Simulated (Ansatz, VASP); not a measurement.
## Two plane-wave programs on HfO2

The input INCAR:

```
  PREC = Accurate
  ENCUT = 520
  EDIFF = 1E-6
  ISMEAR = -1
  SIGMA = 0.05
  LREAL = F
  LASPH = T
  NELM = 100
  ALGO = Normal
  ISIF = 2
  LWAVE = F
  LCHARG = T
  GGA = PS
  LELF = T
  LVHAR = T
  NBANDS = 56
```

Contents of KPOINTS:

```
regular mesh
0
Gamma
  4 4 4
```

The input POSCAR:

```
HfO2
1.0
    5.1180000000      0.0000000000      0.0000000000
    0.0000000000      5.1857000000      0.0000000000
   -0.8586630598      0.0000000000      5.2138671406
Hf O
4 8
Direct
    0.2755000000      0.4603000000      0.7080000000
    0.7245000000      0.9603000000      0.7920000000
    0.7245000000      0.5397000000      0.2920000000
    0.2755000000      0.0397000000      0.2080000000
    0.0742000000      0.1684000000      0.8467000000
    0.9258000000      0.6684000000      0.6533000000
    0.9258000000      0.8316000000      0.1533000000
    0.0742000000      0.3316000000      0.3467000000
    0.4487000000      0.7419000000      0.9801000000
    0.5513000000      0.2419000000      0.5199000000
    0.5513000000      0.2581000000      0.0199000000
    0.4487000000      0.7581000000      0.4801000000
```

Contents of input.yaml:

```yaml
crystal:
  lattice:
    - [5.118, 0.0, 0.0]
    - [0.0, 5.1857, 0.0]
    - [-0.8586630598, 0.0, 5.2138671406]
  atoms:
    - { symbol: Hf, position: [0.2755, 0.4603, 0.708] }
    - { symbol: Hf, position: [0.7245, 0.9603, 0.792] }
    - { symbol: Hf, position: [0.7245, 0.5397, 0.292] }
    - { symbol: Hf, position: [0.2755, 0.0397, 0.208] }
    - { symbol: O, position: [0.0742, 0.1684, 0.8467] }
    - { symbol: O, position: [0.9258, 0.6684, 0.6533] }
    - { symbol: O, position: [0.9258, 0.8316, 0.1533] }
    - { symbol: O, position: [0.0742, 0.3316, 0.3467] }
    - { symbol: O, position: [0.4487, 0.7419, 0.9801] }
    - { symbol: O, position: [0.5513, 0.2419, 0.5199] }
    - { symbol: O, position: [0.5513, 0.2581, 0.0199] }
    - { symbol: O, position: [0.4487, 0.7581, 0.4801] }
hamiltonian:
  xc: pbesol
  pseudopotentials: { kind: paw }
kpoints:
  mp_grid: { grid: [4, 4, 4] }
  band_path:
    path:
      - [[0.0, 0.0, 0.0], [0.0, 0.0, 0.5], [-0.4327310173, 0.0, 0.5726006525], [-0.5, 0.0, 0.5], [-0.5, 0.5, 0.5], [-0.5672689827, 0.5, 0.4273993475], [-0.5, 0.5, 0.0], [-0.5, 0.0, 0.0], [-0.5672689827, 0.0, 0.4273993475]]
      - [[-0.4327310173, 0.5, 0.5726006525], [0.0, 0.5, 0.5], [0.0, 0.5, 0.0]]
      - [[0.0, 0.0, 0.5], [0.0, 0.5, 0.5]]
    npoints: 10
scf:
  occupations: { method: fermi_dirac, width: 0.05 }
  n_extra_bands: 30
output:
  forces: true
  stress: true
  eigenvalues: true
  fatbands: false
```

Alike in both runs: functional PBEsol; k mesh 4 × 4 × 4; occupations fermi-dirac, width 0.05 eV; no spin polarisation.

|  | VASP | Ansatz |
| --- | --- | --- |
| version | VASP 6.6.1 | Ansatz 0.2.0 |
| potentials or method | VASP PAW PBE potentials, release 64 (Hf_pv, O) | Ansatz PAW |
| plane-wave cutoff (eV) | 520 | 420 |
| valence electrons in the cell | 88 | 152 |
| task | single point | band structure |

|  | VASP | Ansatz | Ansatz less VASP |
| --- | --- | --- | --- |
| gap on the k mesh at the Fermi level (eV) | 4.01 | 4.05 | +0.036 |
| least direct gap on the mesh (eV) | 4.10 | 4.14 | +0.040 |
| pressure (GPa) | -4.6 | -1.6 | +2.99 |
| traceless stress, the component that is largest in VASP (GPa) | -0.64 | -0.62 | +0.029 |
| rms of the force components (eV/Å) | 0.158 | 0.169 | +0.0104 |

VASP's potentials were made for PBE, not for PBEsol. Atom by atom the forces differ by 0.031 eV/Å (rms over components). VASP's potentials hold 88 valence electrons a cell and Ansatz's 152, so a difference there can come from the potentials and not from the codes.

Spin-orbit coupling is off throughout.
